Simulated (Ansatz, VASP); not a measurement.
**Two plane-wave programs on Au**

Contents of INCAR:

```
SYSTEM = Au
PREC     = Accurate       ! precision mode
ENCUT    = 600            ! plane-wave cutoff, eV
EDIFF    = 1E-6           ! SCF threshold, eV
ISMEAR   = 0              ! smearing method
SIGMA    = 0.1            ! smearing width, eV
LREAL    = .False.        ! projectors in reciprocal space
LASPH    = .True.         ! aspherical terms in the spheres
NELM     = 100            ! most SCF steps
ALGO     = Fast           ! electronic algorithm
ISIF     = 3              ! what is computed and relaxed
LWAVE    = .False.        ! write WAVECAR
LCHARG   = .False.        ! write CHGCAR
GGA      = PE             ! functional
IBRION   = 2              ! ionic algorithm
NSW      = 80             ! ionic steps
EDIFFG   = -0.01          ! ionic threshold
```

KPOINTS

```
regular mesh
0
Gamma
  18 18 6
  0 0 0
```

POSCAR

```
Au
1.0
    2.9419624875      0.0000000000      0.0000000000
   -1.4709812438      2.5478142512      0.0000000000
    0.0000000000      0.0000000000      9.5909541253
Au
4
Direct
    0.0000000000      0.0000000000      0.0000000000
    0.3333333333      0.6666666667      0.2500000000
    0.0000000000      0.0000000000      0.5000000000
    0.6666666667      0.3333333333      0.7500000000
```

Input for Ansatz:

```yaml
crystal:
  lattice:
    - [2.9419624875, 0.0, 0.0]
    - [-1.4709812438, 2.5478142512, 0.0]
    - [0.0, 0.0, 9.5909541253]
  atoms:
    - { symbol: Au, position: [0.0, 0.0, 0.0] }
    - { symbol: Au, position: [0.3333333333, 0.6666666667, 0.25] }
    - { symbol: Au, position: [0.0, 0.0, 0.5] }
    - { symbol: Au, position: [0.6666666667, 0.3333333333, 0.75] }
basis:
  ecutwfc: 420
kpoints:
  mp_grid: { grid: [18, 18, 6] }
hamiltonian:
  xc: pbe
scf:
  occupations: { method: gaussian, width: 0.1 }
output:
  forces: true
  stress: true
  eigenvalues: true
relax:
  adjacent_minimum: "off"
  f_tol: 0.01
  max_steps: 60
  cell: { stress_tol: 0.1 }
```

Alike in both runs: task relaxation of cell and atoms; functional PBE; k mesh 18 × 18 × 6; occupations gaussian, width 0.1 eV; no spin polarisation.

|  | VASP | Ansatz |
| --- | --- | --- |
| version | VASP 6.6.1 | Ansatz 0.2.0 |
| potentials or method | VASP PAW PBE potentials, release 64 (Au), cutoff 600 eV | scalar-relativistic, plane waves, PAW |
| valence electrons in the cell | 44 | 76 |

Ansatz gave:

```
gap on the k mesh at the Fermi level, each at its own relaxed structure (eV) : none
relaxed volume (Å³/atom)                                                     : 17.98
relaxed cell length with the largest relative difference (Å)                 : 2.932
```

Problem. Which values does VASP return?

Solution. gap on the k mesh at the Fermi level, each at its own relaxed structure (eV): none; relaxed volume (Å³/atom): 17.96; relaxed cell length with the largest relative difference (Å): 2.930.

A gap of «none» marks a metal or a gap that the smearing closes. VASP's potentials hold 44 valence electrons a cell and Ansatz's 76, so a difference there can come from the potentials and not from the codes.

Spin-orbit coupling is off throughout.
